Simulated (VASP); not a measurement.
# Nb (Fd-3m) in VASP: a series of runs

The runs below take Nb through single point, relaxation of cell and atoms, with PBEsol.

Everything below comes from runs of VASP 6.6.1. Logs are shortened: lines on timing, memory, paths and dates and some standing lists are left out, and cuts for length are marked.

## (1) The cell of the first run

Symmetry: Fd-3m, No. 227, cubic system. The conventional cell has a = 6.037 Å, b = 6.037 Å, c = 6.037 Å, α = 90.00°, β = 90.00°, γ = 90.00°. Within 3.4 Å of Nb (site symmetry -43m) lie 4 Nb at 2.61 Å.

This isn't the form of Nb at room conditions, which is bcc.

## (2) Single point, PBEsol (27.51 Å³/atom)

INCAR

```
PREC     = Accurate       # precision mode
ENCUT    = 520            # plane-wave cutoff, eV
EDIFF    = 1E-6           # SCF threshold, eV
ISMEAR   = -1             # smearing method
SIGMA    = 0.1            # smearing width, eV
LREAL    = F              # projectors in reciprocal space
LASPH    = T              # aspherical terms in the spheres
NELM     = 100            # most SCF steps
ALGO     = Normal         # electronic algorithm
ISIF     = 2              # what is computed and relaxed
LWAVE    = F              # write WAVECAR
LCHARG   = T              # write CHGCAR
GGA      = PS             # functional
LELF     = T              # ELF
LVHAR    = T            
NBANDS   = 20             # bands
```

KPOINTS

```
Automatic mesh
0
Gamma
  11 11 11
```

POSCAR

```
Nb
1.0
    0.0000000000      3.0186541632      3.0186541632
    3.0186541632      0.0000000000      3.0186541632
    3.0186541632      3.0186541632      0.0000000000
Nb
2
Direct
    0.1250000000      0.1250000000      0.1250000000
    0.8750000000      0.8750000000      0.8750000000
```

Potentials or basis: VASP PAW PBE potentials, release 64 (Nb_sv).

Run with:

```sh
$ cat potpaw_PBE.64/Nb_sv/POTCAR > POTCAR
$ mpirun -np 1 vasp_std > vasp.out
```

OUTCAR:

```text
PREC = Accurate
   ENCUT = 520
   EDIFF = 1E-6
   ISMEAR = -1
   LREAL = F
   LASPH = T
   NELM = 100
   ISIF = 2
   GGA = PS

 ion  position               nearest neighbor table
   1  0.125  0.125  0.125-   2 2.61   2 2.61   2 2.61   2 2.61
   2  0.875  0.875  0.875-   1 2.61   1 2.61   1 2.61   1 2.61

  LATTYP: Found a face centered cubic cell.
 ALAT       =     6.0373083264

  Lattice vectors:

 A1 = (   0.0000000000,   3.0186541632,   3.0186541632)
 A2 = (   3.0186541632,   0.0000000000,   3.0186541632)
 A3 = (   3.0186541632,   3.0186541632,   0.0000000000)

Analysis of symmetry for initial positions (statically):
=====================================================================
 Subroutine PRICEL returns:
 Original cell was already a primitive cell.

 Routine SETGRP: Setting up the symmetry group for a
 face centered cubic supercell.

 Subroutine GETGRP returns: Found 48 space group operations
 (whereof 12 operations were pure point group operations)
 out of a pool of 48 trial point group operations.

The static configuration has the point symmetry D_3d.
 The point group associated with its full space group is O_h .

Analysis of symmetry for dynamics (positions and initial velocities):
=====================================================================
 Subroutine PRICEL returns:
 Original cell was already a primitive cell.

 Routine SETGRP: Setting up the symmetry group for a
 face centered cubic supercell.

 Subroutine GETGRP returns: Found 48 space group operations
 (whereof 12 operations were pure point group operations)
 out of a pool of 48 trial point group operations.

The dynamic configuration has the point symmetry D_3d.
 The point group associated with its full space group is O_h .

 Subroutine INISYM returns: Found 48 space group operations
 (whereof 12 operations are pure point group operations),
 and found     1 'primitive' translations

----------------------------------------------------------------------------------------

                                     Primitive cell

  volume of cell :      55.0136

  direct lattice vectors                    reciprocal lattice vectors
     0.000000000  3.018654163  3.018654163    -0.165636728  0.165636728  0.165636728
     3.018654163  0.000000000  3.018654163     0.165636728 -0.165636728  0.165636728
     3.018654163  3.018654163  0.000000000     0.165636728  0.165636728 -0.165636728

  length of vectors
     4.269021658  4.269021658  4.269021658     0.286891229  0.286891229  0.286891229

  position of ions in fractional coordinates (direct lattice)
     0.125000000  0.125000000  0.125000000
     0.875000000  0.875000000  0.875000000

  ion indices of the primitive-cell ions
   primitive index   ion index
                 1           1
                 2           2

----------------------------------------------------------------------------------------

 KPOINTS: Automatic mesh

Automatic generation of k-mesh.
 Grid dimensions read from file:
 generate k-points for:   11   11   11

 Generating k-lattice:

  Cartesian coordinates                     Fractional coordinates (reciprocal lattice)
    -0.015057884  0.015057884  0.015057884     0.090909091  0.000000000  0.000000000
     0.015057884 -0.015057884  0.015057884     0.000000000  0.090909091  0.000000000
     0.015057884  0.015057884 -0.015057884     0.000000000  0.000000000  0.090909091

  Length of vectors
     0.026081021  0.026081021  0.026081021

  Shift w.r.t. Gamma in fractional coordinates (k-lattice)
     0.000000000  0.000000000  0.000000000

 Subroutine IBZKPT returns following result:
 ===========================================

 Found     56 irreducible k-points:

 Following reciprocal coordinates:
            Coordinates               Weight
  0.000000  0.000000  0.000000      1.000000
  0.090909  0.000000  0.000000      8.000000
  0.181818  0.000000  0.000000      8.000000
  0.272727  0.000000  0.000000      8.000000
  0.363636  0.000000  0.000000      8.000000
  0.454545  0.000000  0.000000      8.000000
[... 16 lines left out ...]
 -0.272727  0.181818  0.000000     24.000000
 -0.181818  0.181818  0.000000     12.000000
 [... further k-points ...]
   k-points           NKPTS =     56   k-points in BZ     NKDIM =     56   number of bands    NBANDS=     20
   number of dos      NEDOS =    301   number of ions     NIONS =      2
   total plane-waves  NPLWV =  32768
   dimension x,y,z NGX =    32 NGY =   32 NGZ =   32
   dimension x,y,z NGXF=    64 NGYF=   64 NGZF=   64
   ions per type =               2
   NGX,Y,Z   is equivalent  to a cutoff of  12.46, 12.46, 12.46 a.u.
   NGXF,Y,Z  is equivalent  to a cutoff of  24.92, 24.92, 24.92 a.u.
 SYSTEM =  unknown system
   PREC   = accura    normal or accurate (medium, high low for compatibility)
   ISTART =      0    job   : 0-new  1-cont  2-samecut
   ICHARG =      2    charge: 1-file 2-atom 10-const
   ISPIN  =      1    spin polarized calculation?
   LNONCOLLINEAR =      F non collinear calculations
   LSORBIT =      F    spin-orbit coupling
   LASPH  =      T    aspherical Exc in radial PAW
   ENCUT  =  520.0 eV  38.22 Ry    6.18 a.u.   7.94  7.94  7.94*2*pi/ulx,y,z
   NELM   =    100;   NELMIN=  2; NELMDL= -5     # of ELM steps
   EDIFF  = 0.1E-05   stopping-criterion for ELM
   LREAL  =      F    real-space projection
   EDIFFG = 0.1E-04   stopping-criterion for IOM
   NSW    =      0    number of steps for IOM
   IBRION =     -1    ionic relax: 0-MD 1-quasi-New 2-CG
   NFREE  =      0    steps in history (QN), initial steepest desc. (CG)
   ISIF   =      2    stress and relaxation
   ISYM   =      2    0-nonsym 1-usesym 2-fastsym
   POTIM  = 0.5000    time-step for ionic-motion
   TEBEG  =    0.0;   TEEND  =   0.0 temperature during run
   PSTRESS=    0.0 pullay stress
   NELECT =      26.0000    total number of electrons
   NUPDOWN=      -1.0000    fix difference up-down
   EMIN   =  10.00;   EMAX   =-10.00  energy-range for DOS
   EFERMI =   0.00;   METHOD = LEGACY
   ISMEAR =    -1;   SIGMA  =   0.10  broadening in eV -4-tet -1-fermi 0-gaus
   EFERMI_NEDOS =   21; number of points for ismear=-14 and -15
   IALGO  =     38    algorithm
   IMIX   =      4    mixing-type and parameters
     AMIX     =   0.40;   BMIX     =  1.00
     AMIX_MAG =   1.60;   BMIX_MAG =  1.00
  volume/ion in A,a.u.               =      27.51       185.63
  Fermi-wavevector in a.u.,A,eV,Ry     =   1.275193  2.409765 22.124668  1.626117
  Thomas-Fermi vector in A             =   2.407919
   LORBIT       =      0    0 simple, 1 ext, 2 COOP (PROOUT), +10 PAW based schemes
   GGA     = PS    functional components
   LHFCALC =     F    Hartree Fock is set to
   AEXX    =    0.0000 exact exchange contribution
   IVDW    =     0    specifies the selected vdW correction
   LEPSILON=     F    determine dielectric tensor
   LRPA    =     F    only Hartree local field effects (RPA)
 non-spin polarized calculation
  energy-cutoff  :      520.00
  volume of cell :       55.01
 maximum number of plane-waves:      1496
   NGX = 15   NGY = 15   NGZ = 15

 number of electron      25.9999997 magnetization

 Free energy of the ion-electron system (eV)
  ---------------------------------------------------
  ext. energy  EPLUGINS =         0.00000000
  ---------------------------------------------------
  free energy    TOTEN  =       -16.51823725 eV

  energy without entropy =      -16.38638888  energy(sigma->0) =      -16.45231307

 E-fermi :   5.9018     XC(G=0): -10.1782

 val. band max:        5.8919545743   @ k =   0.4545   0.2727   0.0000
 cond. band min:       5.9030406458   @ k =  -0.4545   0.1818   0.0909
 fundamental gap:      0.0110860715
 Fermi energy:         5.9018409694

 k-point     1 :       0.0000    0.0000    0.0000
  band No.  band energies     occupation
      1     -48.5028      2.00000
      2     -47.9524      2.00000
      3     -24.8725      2.00000
      4     -24.8725      2.00000
      5     -24.8725      2.00000
      6     -23.9159      2.00000
[... 12 lines left out ...]
     19      10.8010      0.00000
     20      16.1585      0.00000

 k-point     2 :       0.0909    0.0000    0.0000
  band No.  band energies     occupation
      1     -48.4947      2.00000
      2     -47.9610      2.00000
      3     -24.8823      2.00000
      4     -24.8823      2.00000
      5     -24.8719      2.00000
      6     -23.9169      2.00000
[... 12 lines left out ...]
     19      10.7802      0.00000
     20      15.6506      0.00000

 k-point     3 :       0.1818    0.0000    0.0000
  band No.  band energies     occupation
      1     -48.4716      2.00000
      2     -47.9854      2.00000
      3     -24.9077      2.00000
      4     -24.9077      2.00000
      5     -24.8707      2.00000
      6     -23.9191      2.00000
[... 12 lines left out ...]
     19      10.7082      0.00000
     20      15.1058      0.00000

 k-point     4 :       0.2727    0.0000    0.0000
  band No.  band energies     occupation
      1     -48.4373      2.00000
      2     -48.0213      2.00000
      3     -24.9391      2.00000
      4     -24.9391      2.00000
      5     -24.8700      2.00000
      6     -23.9210      2.00000
[... 12 lines left out ...]
     19      10.5610      0.00000
     20      13.5530      0.00000

 k-point     5 :       0.3636    0.0000    0.0000
  band No.  band energies     occupation
      1     -48.3995      2.00000
      2     -48.0607      2.00000
      3     -24.9663      2.00000
      4     -24.9663      2.00000
      5     -24.8702      2.00000
      6     -23.9217      2.00000
[... 12 lines left out ...]
     19      10.3236      0.00000
     20      11.8947      0.00000

 k-point     6 :       0.4545    0.0000    0.0000
  band No.  band energies     occupation
      1     -48.3721      2.00000
      2     -48.0890      2.00000
      3     -24.9818      2.00000
      4     -24.9818      2.00000
      5     -24.8707      2.00000
      6     -23.9217      2.00000
[... 12 lines left out ...]
     19      10.0711      0.00000
     20      10.8255      0.00000

 k-point     7 :       0.0909    0.0909    0.0000
  band No.  band energies     occupation
      1     -48.4919      2.00000
      2     -47.9639      2.00000
      3     -24.8941      2.00000
      4     -24.8941      2.00000
      5     -24.8534      2.00000
      6     -23.9365      2.00000
[... 12 lines left out ...]
     19      10.9016      0.00000
     20      15.5473      0.00000
[... 277 lines left out ...]
 k-point    20 :       0.4545    0.1818    0.0000
  band No.  band energies     occupation
      1     -48.3600      2.00000
      2     -48.1014      2.00000
      3     -25.0553      2.00000
      4     -25.0183      2.00000
      5     -24.7152      2.00000
      6     -24.0763      2.00000
[... 12 lines left out ...]
     19      10.5427      0.00000
     20      11.3663      0.00000

 k-point    21 :      -0.4545    0.1818    0.0000
  band No.  band energies     occupation
      1     -48.3399      2.00000
      2     -48.1220      2.00000
      3     -25.0757      2.00000
      4     -25.0155      2.00000
      5     -24.7115      2.00000
      6     -24.0777      2.00000
[... 12 lines left out ...]
     19      10.2170      0.00000
     20      10.7061      0.00000

 k-point    22 :      -0.3636    0.1818    0.0000
  band No.  band energies     occupation
      1     -48.3523      2.00000
      2     -48.1093      2.00000
      3     -25.0754      2.00000
      4     -24.9974      2.00000
      5     -24.7281      2.00000
      6     -24.0600      2.00000
[... 12 lines left out ...]
     19      10.6850      0.00000
     20      11.1514      0.00000

 k-point    23 :      -0.2727    0.1818    0.0000
  band No.  band energies     occupation
      1     -48.3867      2.00000
      2     -48.0739      2.00000
      3     -25.0527      2.00000
      4     -24.9687      2.00000
      5     -24.7616      2.00000
      6     -24.0267      2.00000
[... 12 lines left out ...]
     19      10.9421      0.00000
     20      12.4317      0.00000

 k-point    24 :      -0.1818    0.1818    0.0000
  band No.  band energies     occupation
      1     -48.4242      2.00000
      2     -48.0349      2.00000
      3     -25.0103      2.00000
      4     -24.9376      2.00000
      5     -24.8034      2.00000
      6     -23.9858      2.00000
[... 12 lines left out ...]
     19      11.0012      0.00000
     20      14.0622      0.00000

 [... further k-points ...]

------------------------ aborting loop because EDIFF is reached ----------------------------------------

  FORCE on cell =-STRESS in cart. coord.  units (eV):
  Direction    XX          YY          ZZ          XY          YZ          ZX
  --------------------------------------------------------------------------------------
  -------------------------------------------------------------------------------------
  Total       -2.2942229     -2.2942229     -2.2942229      0.0000000      0.0000000      0.0000000
  in kB      -66.8153307    -66.8153307    -66.8153307      0.0000000      0.0000000      0.0000000
  external PRESSURE =     -66.8153307 kB  Pullay stress =       0.0000000 kB

 VOLUME and BASIS-vectors are now :
 -----------------------------------------------------------------------------
  energy-cutoff  :      520.00
  volume of cell :       55.01
      direct lattice vectors                 reciprocal lattice vectors
     0.000000000  3.018654163  3.018654163    -0.165636728  0.165636728  0.165636728
     3.018654163  0.000000000  3.018654163     0.165636728 -0.165636728  0.165636728
     3.018654163  3.018654163  0.000000000     0.165636728  0.165636728 -0.165636728

 POSITION                                       TOTAL-FORCE (eV/Angst)
 -----------------------------------------------------------------------------------
      0.75466      0.75466      0.75466        -0.000000     -0.000000     -0.000000
      5.28264      5.28264      5.28264         0.000000      0.000000      0.000000
 -----------------------------------------------------------------------------------
    total drift:                                0.000000      0.000000     -0.000000

  FREE ENERGIE OF THE ION-ELECTRON SYSTEM (eV)
  ---------------------------------------------------
  free  energy   TOTEN  =       -16.5182372520 eV

  energy  without entropy=      -16.3863888800  energy(sigma->0) =      -16.45231307
```

Wall time 30 s (1 thread of Intel Xeon Platinum 8559C (Emerald Rapids), shared host); peak memory 0.18 GiB.

Results:

```
Free energy            : -16.5182 eV
Pressure               : -6.7 GPa
Band gap on the k mesh : zero (bands 13 and 14 overlap by 0.86 eV)
```

Caveat: the cell stands under tension; the PAW data sets were made with another functional, which shifts forces and pressure a little.

## (3) Relaxation of cell and atoms, PBEsol

This run uses another cell than the first one, of 24.27 Å³/atom.

INCAR

```
SYSTEM = Nb
PREC = Accurate
ENCUT = 600
EDIFF = 1E-6
ISMEAR = -1
SIGMA = 0.1
LREAL = .False.
LASPH = .True.
NELM = 80
ALGO = Normal
ISIF = 3
LWAVE = .False.
LCHARG = .False.
GGA = PS
IBRION = 2
NSW = 80
EDIFFG = -0.01
```

KPOINTS

```
regular mesh
0
Gamma
  9 9 9
  0 0 0
```

POSCAR

```
Nb
1.0
    0.0000000000      2.8951284430      2.8951284430
    2.8951284430      0.0000000000      2.8951284430
    2.8951284430      2.8951284430      0.0000000000
Nb
2
Direct
    0.1250000000      0.1250000000      0.1250000000
    0.8750000000      0.8750000000      0.8750000000
```

Potentials or basis: VASP PAW PBE potentials, release 64 (Nb_sv).

Run with:

```sh
$ cat potpaw_PBE.64/Nb_sv/POTCAR > POTCAR
$ mpirun -np 1 vasp_std > vasp.out
```

It took 57 s on 1 thread of Intel Xeon Platinum 8559C (Emerald Rapids), shared host; peak memory 0.22 GiB.

It converged, with:

```
Free energy                           : -16.6504 eV
Relaxed volume                        : 24.59 Å³/atom
Relaxed cell                          : a = 4.112 Å, b = 4.112 Å, c = 4.112 Å, α = 60.00°, β = 60.00°, γ = 60.00°
Space group after relaxing (to 0.1 Å) : Fd-3m (No. 227)
Energy gained by relaxing             : 1.0 meV/atom
Ionic steps                           : 3
Pressure after relaxing               : 0.0 GPa
Band gap on the k mesh                : zero (bands 13 and 14 overlap by 1.18 eV)
```

Step by step:
| step | energy change (eV) | largest force (eV/Å) | pressure (GPa) | volume (Å³) |
| --- | --- | --- | --- | --- |
| 1 | 0.0000 | 0.0000 | 1.01 | 48.53 |
| 2 | -0.0011 | 0.0000 | -0.64 | 49.61 |
| 3 | -0.0020 | 0.0000 | 0.00 | 49.18 |

Final structure:
```
CELL_PARAMETERS angstrom
0.00000 2.90788 2.90788
2.90788 0.00000 2.90788
2.90788 2.90788 0.00000
ATOMIC_POSITIONS crystal
Nb 0.12500 0.12500 0.12500
Nb 0.87500 0.87500 0.87500
```

Levels at points of the mesh, in eV from the Fermi level:
```csv
k point,band 10,band 11,band 12,band 13,band 14,band 15,band 16,band 17
"(0.00, 0.00, 0.00)",-1.59,-1.59,-0.55,-0.55,-0.55,2.00,2.00,2.00
```

Caveat: the PAW data sets were made with another functional, which shifts forces and pressure a little.

## (4) Single point, PBEsol

This run uses another cell than the first one, of 24.56 Å³/atom.

INCAR

```
SYSTEM = Nb
  ALGO = Normal
  EDIFF = 1E-6
  ENCUT = 520
  GGA = PS
  ISIF = 2
  ISMEAR = -1
  LASPH = .True.
  LCHARG = .True.
  LELF = .True.
  LREAL = .False.
  LVHAR = .True.
  LWAVE = .False.
  NBANDS = 20
  NELM = 100
  PREC = Accurate
  SIGMA = 0.1
```

KPOINTS

```
k-points
0
Gamma
  15 15 15
  0 0 0
```

POSCAR

```
Nb
1.0
    0.0000000000      2.9067478017      2.9067478017
    2.9067478017      0.0000000000      2.9067478017
    2.9067478017      2.9067478017      0.0000000000
Nb
2
Direct
    0.1250000000      0.1250000000      0.1250000000
    0.8750000000      0.8750000000      0.8750000000
```

Run with:

```sh
$ cat potpaw_PBE.64/Nb_sv/POTCAR > POTCAR
$ mpirun -np 1 vasp_std > vasp.out
```

It took 49 s on 1 thread of Intel Xeon Platinum 8559C (Emerald Rapids), shared host; peak memory 0.23 GiB.

The run converged. Its results:

```yaml
Free_energy: -16.6498 eV
Pressure: 0.0 GPa
Band_gap_on_the_k_mesh: zero (bands 13 and 14 overlap by 1.26 eV)
```

Levels at points of the mesh, in eV from the Fermi level:
| k point | band 9 | band 10 | band 11 | band 12 | band 13 | band 14 | band 15 | band 16 | band 17 | band 18 |
| --- | --- | --- | --- | --- | --- | --- | --- | --- | --- | --- |
| (0.00, 0.00, 0.00) | -4.56 | -1.60 | -1.60 | -0.55 | -0.55 | -0.55 | 2.00 | 2.00 | 2.00 | 5.52 |

Caveat: the PAW data sets were made with another functional, which shifts forces and pressure a little.

## (5) Summary

| task | cell | k mesh | cutoff (eV) | gap on the mesh (eV) | pressure (GPa) |
| --- | --- | --- | --- | --- | --- |
| single point | a = 4.269 Å, angles 60.0°, 2 atoms | 11 × 11 × 11 | 520 | none | -6.7 |
| relaxation of cell and atoms | relaxed from a = 4.094 Å, angles 60.0°, 2 atoms | 9 × 9 × 9 | 600 | none | 0.0 |
| single point | a = 4.111 Å, angles 60.0°, 2 atoms | 15 × 15 × 15 | 520 | none | 0.0 |

Alike in all rows: level PBEsol; potentials or basis VASP PAW PBE potentials, release 64 (Nb_sv); no spin polarisation; smearing fermi-dirac 0.1 eV.

Caveats: the PAW data sets were made with another functional, which shifts forces and pressure a little; the cell stands under tension (at least some runs).

Total energies depend on the potentials used, so only differences within one code and one set of settings carry meaning.
